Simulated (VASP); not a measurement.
# BaTiO3 (R3m) in VASP: notebook, part 2 of 2

VASP 6.6.1. Earlier steps stand in the parts before.

**3. Single point, r2SCAN**

This run uses another cell than the first one, of 12.84 Å³/atom, 1.027 times its volume.

Input file POSCAR:

```
BaTiO3
1.0
    2.8273700000      1.6323800000      2.3183900000
   -2.8273700000      1.6323800000      2.3183900000
    0.0000000000     -3.2647600000      2.3183900000
Ba Ti O
1 1 3
Direct
    0.0000000000      0.0000000000      0.0000000000
    0.4845000000      0.4845000000      0.4845000000
    0.5086000000      0.5086000000      0.0175000000
    0.0175000000      0.5086000000      0.5086000000
    0.5086000000      0.0175000000      0.5086000000
```

Input file INCAR.step1:

```
SYSTEM = BaTiO3
PREC     = Accurate       ! precision mode
ENCUT    = 660            ! plane-wave cutoff, eV
ISMEAR   = 0              ! smearing method
SIGMA    = 0.01           ! smearing width, eV
LREAL    = .FALSE.        ! projectors in reciprocal space
LASPH    = .TRUE.         ! aspherical terms in the spheres
NELM     = 120            ! most SCF steps
NBANDS   = 28             ! bands
GGA      = PE             ! functional
ALGO     = Normal         ! electronic algorithm
EDIFF    = 1E-5           ! SCF threshold, eV
LWAVE    = .TRUE.         ! write WAVECAR
LCHARG   = .FALSE.        ! write CHGCAR
GGA_COMPAT= .FALSE.
```

Input file INCAR.step2:

```
SYSTEM = BaTiO3
PREC     = Accurate       ! precision mode
ENCUT    = 660            ! plane-wave cutoff, eV
EDIFF    = 1E-6           ! SCF threshold, eV
ISMEAR   = 0              ! smearing method
SIGMA    = 0.01           ! smearing width, eV
LREAL    = .FALSE.        ! projectors in reciprocal space
LASPH    = .TRUE.         ! aspherical terms in the spheres
NELM     = 120            ! most SCF steps
ALGO     = Normal         ! electronic algorithm
ISIF     = 2              ! what is computed and relaxed
LWAVE    = .FALSE.        ! write WAVECAR
LCHARG   = .FALSE.        ! write CHGCAR
METAGGA  = R2SCAN         ! meta-GGA
LMIXTAU  = .TRUE.       
NBANDS   = 28             ! bands
ISTART   = 1            
GGA_COMPAT= .FALSE.
```

Input file KPOINTS:

```
regular mesh
0
G
  6 6 6
  0 0 0
```

Potentials or basis: VASP PAW PBE potentials, release 64 (Ba_sv, Ti_sv, O).

Run with:

```sh
$ cat potpaw_PBE.64/Ba_sv/POTCAR potpaw_PBE.64/Ti_sv/POTCAR potpaw_PBE.64/O/POTCAR > POTCAR
$ cp INCAR.step1 INCAR
$ mpirun -np 1 vasp_std > vasp.out
$ cp INCAR.step2 INCAR
$ mpirun -np 1 vasp_std > vasp.out
```

OUTCAR:

```text
SYSTEM = BaTiO3
   PREC = Accurate
   ENCUT = 660
   EDIFF = 1E-6
   ISMEAR = 0
   LREAL = .FALSE.
   LASPH = .TRUE.
   NELM = 120
   ISIF = 2
   METAGGA = R2SCAN
   ISTART = 1

 ion  position               nearest neighbor table
   1  0.000  0.000  0.000-   3 2.79   4 2.79   5 2.79   4 2.83   5 2.83   5 2.83   4 2.83   3 2.83
                             3 2.83   3 2.89   4 2.89   5 2.89   2 3.37   2 3.43   2 3.43   2 3.43
   2  0.484  0.484  0.484-   3 1.87   4 1.87   5 1.87   3 2.14   4 2.14   5 2.14   1 3.37   1 3.43
                             1 3.43   1 3.43   1 3.50   1 3.50   1 3.50   1 3.59
   3  0.509  0.509  0.017-   2 1.87   2 2.14   1 2.79   1 2.83   1 2.83   1 2.89
   4  0.017  0.509  0.509-   2 1.87   2 2.14   1 2.79   1 2.83   1 2.83   1 2.89
   5  0.509  0.017  0.509-   2 1.87   2 2.14   1 2.79   1 2.83   1 2.83   1 2.89

  LATTYP: Found a trigonal (rhomboedric) cell.
 ALAT       =     4.0042000167
 COS(alpha) =     0.0028424988

  Lattice vectors:

 A1 = (   2.8273700000,   1.6323800000,   2.3183900000)
 A2 = (  -2.8273700000,   1.6323800000,   2.3183900000)
 A3 = (   0.0000000000,  -3.2647600000,   2.3183900000)

Analysis of symmetry for initial positions (statically):
=====================================================================
 Subroutine PRICEL returns:
 Original cell was already a primitive cell.

 Routine SETGRP: Setting up the symmetry group for a
 trigonal (rhombohedral) supercell.

 Subroutine GETGRP returns: Found  6 space group operations
 (whereof  6 operations were pure point group operations)
 out of a pool of 12 trial point group operations.

The static configuration has the point symmetry C_3v.

Analysis of symmetry for dynamics (positions and initial velocities):
=====================================================================
 Subroutine PRICEL returns:
 Original cell was already a primitive cell.

 Routine SETGRP: Setting up the symmetry group for a
 trigonal (rhombohedral) supercell.

 Subroutine GETGRP returns: Found  6 space group operations
 (whereof  6 operations were pure point group operations)
 out of a pool of 12 trial point group operations.

The dynamic configuration has the point symmetry C_3v.

 Subroutine INISYM returns: Found  6 space group operations
 (whereof  6 operations are pure point group operations),
 and found     1 'primitive' translations

----------------------------------------------------------------------------------------

                                     Primitive cell

  volume of cell :      64.2010

  direct lattice vectors                    reciprocal lattice vectors
     2.827370000  1.632380000  2.318390000     0.176842790  0.102100410  0.143777938
    -2.827370000  1.632380000  2.318390000    -0.176842790  0.102100410  0.143777938
     0.000000000 -3.264760000  2.318390000     0.000000000 -0.204200819  0.143777938

  length of vectors
     4.004200017  4.004200017  4.004196555     0.249739788  0.249739788  0.249740005

  position of ions in fractional coordinates (direct lattice)
     0.000000000  0.000000000  0.000000000
     0.484500000  0.484500000  0.484500000
     0.508600000  0.508600000  0.017500000
     0.017500000  0.508600000  0.508600000
     0.508600000  0.017500000  0.508600000

  ion indices of the primitive-cell ions
[... 27 lines left out ...]

 Subroutine IBZKPT returns following result:
 ===========================================

 Found     32 irreducible k-points:

 Following reciprocal coordinates:
            Coordinates               Weight
  0.000000  0.000000  0.000000      1.000000
  0.166667  0.000000  0.000000      6.000000
  0.333333  0.000000  0.000000      6.000000
  0.500000  0.000000  0.000000      3.000000
  0.166667  0.166667  0.000000      6.000000
  0.333333  0.166667  0.000000     12.000000
[... 16 lines left out ...]
  0.500000  0.500000  0.166667      6.000000
 -0.333333  0.500000  0.166667     12.000000
 [... further k-points ...]
   k-points           NKPTS =     32   k-points in BZ     NKDIM =     32   number of bands    NBANDS=     28
   number of dos      NEDOS =    301   number of ions     NIONS =      5
   total plane-waves  NPLWV =  46656
   dimension x,y,z NGX =    36 NGY =   36 NGZ =   36
   dimension x,y,z NGXF=    72 NGYF=   72 NGZF=   72
   ions per type =               1   1   3
   NGX,Y,Z   is equivalent  to a cutoff of  14.95, 14.95, 14.95 a.u.
   NGXF,Y,Z  is equivalent  to a cutoff of  29.89, 29.89, 29.89 a.u.
 SYSTEM =  BaTiO3
   PREC   = accura    normal or accurate (medium, high low for compatibility)
   ISTART =      1    job   : 0-new  1-cont  2-samecut
   ICHARG =      0    charge: 1-file 2-atom 10-const
   ISPIN  =      1    spin polarized calculation?
   LNONCOLLINEAR =      F non collinear calculations
   LSORBIT =      F    spin-orbit coupling
   LASPH  =      T    aspherical Exc in radial PAW
   ENCUT  =  660.0 eV  48.51 Ry    6.96 a.u.   8.39  8.39  8.39*2*pi/ulx,y,z
   NELM   =    120;   NELMIN=  2; NELMDL=  0     # of ELM steps
   EDIFF  = 0.1E-05   stopping-criterion for ELM
   LREAL  =      F    real-space projection
   EDIFFG = 0.1E-04   stopping-criterion for IOM
   NSW    =      0    number of steps for IOM
   IBRION =     -1    ionic relax: 0-MD 1-quasi-New 2-CG
   NFREE  =      0    steps in history (QN), initial steepest desc. (CG)
   ISIF   =      2    stress and relaxation
   ISYM   =      2    0-nonsym 1-usesym 2-fastsym
   POTIM  = 0.5000    time-step for ionic-motion
   TEBEG  =    0.0;   TEEND  =   0.0 temperature during run
   PSTRESS=    0.0 pullay stress
   NELECT =      40.0000    total number of electrons
   NUPDOWN=      -1.0000    fix difference up-down
   EMIN   =  10.00;   EMAX   =-10.00  energy-range for DOS
   EFERMI =   0.00;   METHOD = LEGACY
   ISMEAR =     0;   SIGMA  =   0.01  broadening in eV -4-tet -1-fermi 0-gaus
   EFERMI_NEDOS =   21; number of points for ismear=-14 and -15
   IALGO  =     38    algorithm
   IMIX   =      4    mixing-type and parameters
     AMIX     =   0.40;   BMIX     =  1.00
     AMIX_MAG =   1.60;   BMIX_MAG =  1.00
  volume/ion in A,a.u.               =      12.84        86.65
  Fermi-wavevector in a.u.,A,eV,Ry     =   1.398237  2.642286 26.600316  1.955068
  Thomas-Fermi vector in A             =   2.521415
   LORBIT       =      0    0 simple, 1 ext, 2 COOP (PROOUT), +10 PAW based schemes
   METAGGA = R2SCAN    functional components
   LHFCALC =     F    Hartree Fock is set to
   AEXX    =    0.0000 exact exchange contribution
   IVDW    =     0    specifies the selected vdW correction
   LEPSILON=     F    determine dielectric tensor
   LRPA    =     F    only Hartree local field effects (RPA)
 non-spin polarized calculation
 Gauss-broadening in eV      SIGMA  =   0.01
  energy-cutoff  :      660.00
  volume of cell :       64.20
 maximum number of plane-waves:      2517
 NGX is ok and might be reduce to    36
   NGX = 17   NGY = 17   NGZ = 17

 number of electron      39.9999999 magnetization

 Free energy of the ion-electron system (eV)
  ---------------------------------------------------
  ext. energy  EPLUGINS =         0.00000000
  ---------------------------------------------------
  free energy    TOTEN  =       -74.26924221 eV

  energy without entropy =      -74.26924221  energy(sigma->0) =      -74.26924221

 E-fermi :   3.6160     XC(G=0): -11.8917

 val. band max:        3.4581761789   @ k =   0.5000   0.5000   0.5000
 cond. band min:       6.2352378729   @ k =   0.0000   0.0000   0.0000
 fundamental gap:      2.7770616940
 Fermi energy:         3.6160064024

 k-point     1 :       0.0000    0.0000    0.0000
  band No.  band energies     occupation
      1     -55.0491      2.00000
      2     -30.2533      2.00000
      3     -30.2532      2.00000
      4     -30.2506      2.00000
      5     -22.0042      2.00000
      6     -14.3339      2.00000
[... 733 lines left out ...]
     27      12.2723      0.00000
     28      12.7974      0.00000

 [... further k-points ...]
[... 5 lines left out ...]
  --------------------------------------------------------------------------------------
  -------------------------------------------------------------------------------------
  Total        1.5128728      1.5128676      1.4333276     -0.0000000      0.0000000      0.0000000
  in kB       37.7547285     37.7545976     35.7696255     -0.0000000      0.0000000      0.0000000
  external PRESSURE =      37.0929839 kB  Pullay stress =       0.0000000 kB

 VOLUME and BASIS-vectors are now :
 -----------------------------------------------------------------------------
  energy-cutoff  :      660.00
  volume of cell :       64.20
      direct lattice vectors                 reciprocal lattice vectors
     2.827370000  1.632380000  2.318390000     0.176842790  0.102100410  0.143777938
    -2.827370000  1.632380000  2.318390000    -0.176842790  0.102100410  0.143777938
     0.000000000 -3.264760000  2.318390000     0.000000000 -0.204200819  0.143777938

 POSITION                                       TOTAL-FORCE (eV/Angst)
 -----------------------------------------------------------------------------------
      0.00000      0.00000      0.00000         0.000000     -0.000000     -0.118815
      0.00000      0.00000      3.36978         0.000000      0.000000      0.252590
      0.00000      1.60332      2.39884         0.000000      0.114737     -0.044592
     -1.38852     -0.80166      2.39884        -0.099366     -0.057369     -0.044592
      1.38852     -0.80166      2.39884         0.099366     -0.057369     -0.044592
 -----------------------------------------------------------------------------------
    total drift:                                0.000000      0.000073     -0.007726

  FREE ENERGIE OF THE ION-ELECTRON SYSTEM (eV)
  ---------------------------------------------------
  free  energy   TOTEN  =       -74.2692422073 eV

  energy  without entropy=      -74.2692422073  energy(sigma->0) =      -74.26924221
```

It took 1.8 min on 1 thread of Intel Xeon 6975P-C (Granite Rapids), shared host; peak memory 0.26 GiB.

Results:

| Property | Result |
| --- | --- |
| Free energy | -74.2692 eV |
| Pressure | 3.7 GPa |
| Largest force | 0.253 eV/Å |
| Band gap on the k mesh | 2.78 eV, indirect (least direct gap 3.19 eV) |

Forces in eV/Å, atoms in the order of the input:
```
Ba   0.000  0.000 -0.119
Ti   0.000  0.000  0.253
O    0.000  0.115 -0.045
O   -0.099 -0.057 -0.045
O    0.099 -0.057 -0.045
```

Caveat: the PAW data sets were made with another functional, which shifts forces and pressure a little; spin-orbit coupling is left out, which moves the levels of the heavy elements. r2SCAN opens gaps a little over a GGA but as a rule still falls short of measured ones.
